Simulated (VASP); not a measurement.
Wanted: the native input for a VASP 6.6.1 run.

```yaml
Task: single point
Functional: PBE
Potentials_or_basis: VASP PAW PBE potentials, release 64 (Mg_sv, Re_sv_GW)
Cutoff: 750 eV
k_mesh: 6 × 6 × 6
Occupations: gaussian, width 0.1 eV
Spin: no spin polarisation
Dipole_correction: no
Mended: yes
Further_INCAR_settings: ALGO = Normal; EDIFF = 1e-06; NBANDS = 24
```

The structure of Mg2Re lies in POSCAR:

```
Mg2Re
1.0
   -2.0241907071      2.0241907071      3.3198809027
    2.0241907071     -2.0241907071      3.3198809027
    2.0241907071      2.0241907071     -3.3198809027
Mg Re
2 1
Direct
    0.5930000000      0.5930000000      0.0000000000
    0.4070000000      0.4070000000      0.0000000000
    0.0000000000      0.0000000000      0.0000000000
```

These files were run (other wordings do the same):

INCAR

```
SYSTEM = Mg2Re
ALGO = Normal
EDIFF = 1E-6
ENCUT = 750
GGA = PE
GGA_COMPAT = .FALSE.
ISIF = 2
ISMEAR = 0
LASPH = .TRUE.
LCHARG = .TRUE.
LELF = .TRUE.
LREAL = .FALSE.
LVHAR = .TRUE.
LWAVE = .FALSE.
NBANDS = 24
NELM = 120
PREC = Accurate
SIGMA = 0.1
```

KPOINTS

```
k-points
0
G
  6 6 6
  0 0 0
```

Potentials or basis: VASP PAW PBE potentials, release 64 (Mg_sv, Re_sv_GW).

Run with:

```sh
$ cat potpaw_PBE.64/Mg_sv/POTCAR potpaw_PBE.64/Re_sv_GW/POTCAR > POTCAR
$ mpirun -np 1 vasp_std > vasp.out
```

Results of the run:

* Pressure: 57.6 GPa
* Largest force: 59.362 eV/Å
* Band gap on the k mesh: zero (an odd number of electrons rules out a gap without spin polarisation)

Caveat: atoms lie so close that the PAW spheres overlap strongly, which falsifies energies and pressures; the cell stands under pressure; spin-orbit coupling is left out, which moves the levels of the heavy elements; forces of over 1 eV/Å act on the atoms, so gaps and moduli don't describe the material at rest.

It took 66 s on 1 thread of Intel(R) Xeon(R) Platinum 8259CL CPU @ 2.50GHz (Skylake/Cascade Lake), on a shared host, peak memory 0.28 GiB.
